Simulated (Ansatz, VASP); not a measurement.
**Two plane-wave programs on AlGa3N4**

The input POSCAR:

```
AlGa3N4
1.0
    4.3537108409      0.0000000000      0.0000000000
    0.0000000000      4.3537108409      0.0000000000
    0.0000000000      0.0000000000      4.2420772296
Al Ga N
1 3 4
Direct
    0.0000000000      0.0000000000      0.0000000000
    0.5000000000      0.5000000000      0.0000000000
    0.5000000000      0.0000000000      0.5000000000
    0.0000000000      0.5000000000      0.5000000000
    0.7553510553      0.7553510553      0.2446489447
    0.7553510553      0.2446489447      0.7553510553
    0.2446489447      0.7553510553      0.7553510553
    0.2446489447      0.2446489447      0.2446489447
```

Contents of INCAR.step1:

```
ALGO     = Normal         # electronic algorithm
EDIFF    = 1E-4           # SCF threshold, eV
ENCUT    = 520            # plane-wave cutoff, eV
GGA      = PE             # functional
ISMEAR   = 0              # smearing method
LASPH    = True           # aspherical terms in the spheres
LCHARG   = False          # write CHGCAR
LREAL    = False          # projectors in reciprocal space
LWAVE    = True           # write WAVECAR
NBANDS   = 41             # bands
NELM     = 80             # most SCF steps
PREC     = Accurate       # precision mode
SIGMA    = 0.05           # smearing width, eV
```

Contents of INCAR.step2:

```
ALGO     = Normal         # electronic algorithm
EDIFF    = 1E-6           # SCF threshold, eV
ENCUT    = 520            # plane-wave cutoff, eV
ISIF     = 2              # what is computed and relaxed
ISMEAR   = 0              # smearing method
ISTART   = 1            
LASPH    = True           # aspherical terms in the spheres
LCHARG   = False          # write CHGCAR
LMIXTAU  = True         
LREAL    = False          # projectors in reciprocal space
LWAVE    = False          # write WAVECAR
METAGGA  = R2SCAN         # meta-GGA
NBANDS   = 41             # bands
NELM     = 80             # most SCF steps
PREC     = Accurate       # precision mode
SIGMA    = 0.05           # smearing width, eV
```

KPOINTS

```
k-points
0
Gamma
  6 6 6
```

Input for Ansatz:

```yaml
crystal:
  lattice:
    - [4.3537108409, 0.0, 0.0]
    - [0.0, 4.3537108409, 0.0]
    - [0.0, 0.0, 4.2420772296]
  atoms:
    - { symbol: Al, position: [0.0, 0.0, 0.0] }
    - { symbol: Ga, position: [0.5, 0.5, 0.0] }
    - { symbol: Ga, position: [0.5, 0.0, 0.5] }
    - { symbol: Ga, position: [0.0, 0.5, 0.5] }
    - { symbol: "N", position: [0.7553510553, 0.7553510553, 0.2446489447] }
    - { symbol: "N", position: [0.7553510553, 0.2446489447, 0.7553510553] }
    - { symbol: "N", position: [0.2446489447, 0.7553510553, 0.7553510553] }
    - { symbol: "N", position: [0.2446489447, 0.2446489447, 0.2446489447] }
basis:
  ecutwfc: 500
kpoints:
  mp_grid: { grid: [6, 6, 6] }
hamiltonian:
  xc: r2scan
scf:
  occupations: { method: gaussian, width: 0.05 }
output:
  forces: true
  stress: true
  eigenvalues: true
  write_density: true
  write_potential: true
  elf: true
  volumetric_format: npy
```

Change from the starting cell: strain -0.025 along x and y, -0.050 along z, atoms carried along.

Alike in both runs: task single point; functional r2SCAN; k mesh 6 × 6 × 6; occupations gaussian, width 0.05 eV; no spin polarisation.

|  | VASP | Ansatz |
| --- | --- | --- |
| version | VASP 6.6.1 | Ansatz 0.2.0 |
| potentials or method | VASP PAW PBE potentials, release 64 (Al, Ga_d, N), cutoff 520 eV | scalar-relativistic, plane waves, PAW |
| valence electrons in the cell | 62 | 62 |

|  | VASP | Ansatz | Ansatz less VASP |
| --- | --- | --- | --- |
| gap on the k mesh at the Fermi level (eV) | 3.49 | 3.49 | +0.003 |
| least direct gap on the mesh (eV) | 3.49 | 3.49 | +0.003 |
| pressure (GPa) | 26.3 | 25.2 | -1.12 |
| traceless stress, the component that is largest in VASP (GPa) | 1.79 | 1.92 | +0.139 |
| rms of the force components (eV/Å) | 0.054 | 0.021 | -0.0330 |

VASP's potentials were made for PBE, not for r2SCAN. Atom by atom the forces differ by 0.037 eV/Å (rms over components). With one functional, cell and mesh, what is left measures potentials, basis and numerics.
